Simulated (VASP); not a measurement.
# Rb: single point with PBE+D3(BJ)

Rb:

```
Rb
1.0
     2.33293   -4.08285    0.00000
     2.33293    4.08285    0.00000
     0.00000    0.00000    8.56260
Rb
2
Direct
  0.83600 0.16400 0.75000
  0.16400 0.83600 0.25000
```

```json
{
 "Program": "VASP 6.6.1",
 "Task": "single point",
 "Functional": "PBE",
 "Dispersion": "D3(BJ)",
 "Potentials or basis": "VASP PAW PBE potentials, release 64 (Rb_sv)",
 "Cutoff": "520 eV",
 "k mesh": "12 × 12 × 6",
 "Occupations": "gaussian, width 0.15 eV",
 "Spin": "no spin polarisation",
 "Dipole correction": "no",
 "Further INCAR settings": "ALGO = Fast; EDIFF = 1e-07; NBANDS = 16"
}
```

The pressure is 0.2 GPa, the band gap on the k mesh is zero (bands 9 and 10 overlap by 2.65 eV) and the dispersion energy per atom is -0.112 eV.

Stress tensor (GPa, compression positive):
```
 0.43  0.00  0.00
 0.00  0.40  0.00
 0.00  0.00 -0.22
```

Levels at points of the mesh, in eV from the Fermi level:
| k point | band 5 | band 6 | band 7 | band 8 | band 9 | band 10 | band 11 | band 12 | band 13 | band 14 |
| --- | --- | --- | --- | --- | --- | --- | --- | --- | --- | --- |
| (0.00, 0.00, 0.00) | -12.90 | -12.89 | -12.89 | -12.89 | -2.12 | -0.18 | 0.41 | 3.11 | 3.71 | 3.81 |
| (0.50, 0.00, 0.00) | -12.95 | -12.94 | -12.92 | -12.92 | 0.19 | 0.49 | 1.16 | 1.57 | 2.01 | 2.45 |
| (0.50, 0.50, 0.00) | -12.95 | -12.93 | -12.92 | -12.91 | 0.17 | 0.44 | 1.17 | 1.59 | 1.94 | 2.40 |
| (0.00, 0.00, 0.50) | -12.89 | -12.89 | -12.89 | -12.89 | -1.49 | -1.49 | 1.96 | 1.96 | 3.78 | 3.78 |
| (0.50, 0.00, 0.50) | -12.93 | -12.93 | -12.93 | -12.93 | 0.44 | 0.44 | 1.08 | 1.08 | 2.41 | 2.41 |
| (0.50, 0.50, 0.50) | -12.93 | -12.93 | -12.92 | -12.92 | 0.41 | 0.41 | 1.06 | 1.06 | 2.39 | 2.39 |

It took 7 min on 1 thread of Intel Xeon 8259CL, with other jobs on the host, peak memory 0.53 GiB.
